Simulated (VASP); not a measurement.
A run of VASP 6.6.1 is set up as follows.

INCAR

```
ALGO = Normal
EDIFF = 1E-6
ENCUT = 520
GGA = PE
ISIF = 2
ISMEAR = -1
IVDW = 13
LASPH = T
LCHARG = F
LREAL = F
LWAVE = F
NBANDS = 16
NELM = 80
PREC = Accurate
SIGMA = 0.05
```

KPOINTS

```
k-points
0
Gamma
  12 12 12
```

Contents of POSCAR:

```
C
1.0
    1.2299815397      0.7101301730      6.8175178846
   -1.2299815397      0.7101301730      6.8175178846
    0.0000000000     -1.4202603460      6.8175178846
C
4
Direct
    0.0813872614      0.0813872614      0.0813872614
    0.7480815553      0.7480815553      0.7480815553
    0.2519184447      0.2519184447      0.2519184447
    0.9186127386      0.9186127386      0.9186127386
```

Potentials or basis: VASP PAW PBE potentials, release 64 (C).

Run with:

```bash
$ cat potpaw_PBE.64/C/POTCAR > POTCAR
$ mpirun -np 1 vasp_std > vasp.out
```

Problem. What does it give for the dispersion energy per atom?

Solution. -0.173 eV.

Problem. Estimate the pressure.

Solution. 0.4 GPa.

Stress tensor (GPa, compression positive):
```
 0.71  0.00  0.00
 0.00  0.71  0.00
 0.00  0.00 -0.09
```
